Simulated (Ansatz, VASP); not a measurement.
**SrO: VASP beside Ansatz**

```
Sr O
1.0
     0.00000    2.56980    2.56980
     2.56980    0.00000    2.56980
     2.56980    2.56980    0.00000
Sr O
1 1
Direct
  0.00000 0.00000 0.00000
  0.50000 0.50000 0.50000
```

Alike in both runs: task single point; functional PBE; k mesh 6 × 6 × 6; occupations fermi-dirac, width 0.03 eV; no spin polarisation.

|  | VASP | Ansatz |
| --- | --- | --- |
| version | VASP 6.6.1 | Ansatz 0.2.0 |
| potentials or method | VASP PAW PBE potentials, release 64 (Sr_sv, O), cutoff 520 eV | all-electron LAPW, scalar-relativistic |

Ansatz gave:

```
gap on the k mesh at the Fermi level (eV) : 3.31
pressure (GPa)                            : 2.9
```

**Question.** Which values does VASP return?

**Answer.** gap on the k mesh at the Fermi level (eV): 3.26; pressure (GPa): 3.5.

Ansatz ran all-electron here, and VASP with PAW potentials.
